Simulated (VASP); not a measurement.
**In3Se: single point with PBEsol+D3(BJ)**

The system is In3Se.

```xyz
4
Lattice="4.5879 0.0000 0.0000 0.0000 4.5879 0.1434 0.0000 0.1434 4.5879" Properties=species:S:1:pos:R:3 pbc="T T T"
In    0.0000    2.3656    2.3656
In    2.2939    0.0717    2.2939
In    2.2939    2.2939    0.0717
Se    0.0000    0.0000    0.0000
```

This cell differs from its parent crystal: strain +0.0625 x Voigt [0, 0, 0, 1, 0, 0].

* Program: VASP 6.6.1
* Task: single point
* Functional: PBEsol
* Dispersion: D3(BJ)
* Potentials or basis: VASP PAW PBE potentials, release 64 (In_d, Se)
* Cutoff: 520 eV
* k mesh: 10 × 10 × 10
* Occupations: gaussian, width 0.15 eV
* Spin: no spin polarisation
* Dipole correction: no
* Further INCAR settings: ALGO = Normal; EDIFF = 1e-07; NBANDS = 30

```json
{
 "Pressure": "0.1 GPa",
 "Band gap on the k mesh": "zero (an odd number of electrons rules out a gap without spin polarisation)",
 "Dispersion energy per atom": "-0.370 eV"
}
```

Stress tensor (GPa, compression positive):
```
-0.11  0.00  0.00
 0.00  0.20 -0.82
 0.00 -0.82  0.20
```

Levels at points of the mesh, in eV from the Fermi level:
```csv
k point,band 19,band 20,band 21,band 22,band 23,band 24,band 25,band 26,band 27,band 28
"(0.00, 0.00, 0.00)",-3.86,-3.75,-2.01,-1.97,0.79,1.24,1.64,4.10,4.53,5.04
"(0.50, 0.00, 0.00)",-3.07,-2.68,-1.18,-1.14,-0.51,-0.08,1.19,3.62,4.29,4.82
"(0.00, 0.50, 0.00)",-2.96,-2.87,-1.17,-1.07,-0.30,-0.29,1.21,4.05,4.16,4.51
"(0.50, 0.50, 0.00)",-6.21,-2.30,-1.08,-0.56,-0.42,1.28,1.77,2.12,2.22,5.35
"(0.00, 0.50, 0.50)",-6.19,-2.27,-1.07,-0.61,-0.39,1.49,1.72,1.97,2.05,4.94
"(0.50, 0.50, 0.50)",-4.90,-4.80,-4.43,-4.07,-3.72,3.18,3.44,3.77,8.56,8.79
```

It took 3.9 min on 1 thread of Intel(R) Xeon(R) 6975P-C (Granite Rapids), with other jobs on the host, peak memory 0.55 GiB.

Caveat: the cell differs from its parent crystal (strain +0.0625 x Voigt [0, 0, 0, 1, 0, 0]); the PAW data sets were made with another functional, which shifts forces and pressure a little; spin-orbit coupling is left out, which moves the levels of the heavy elements.
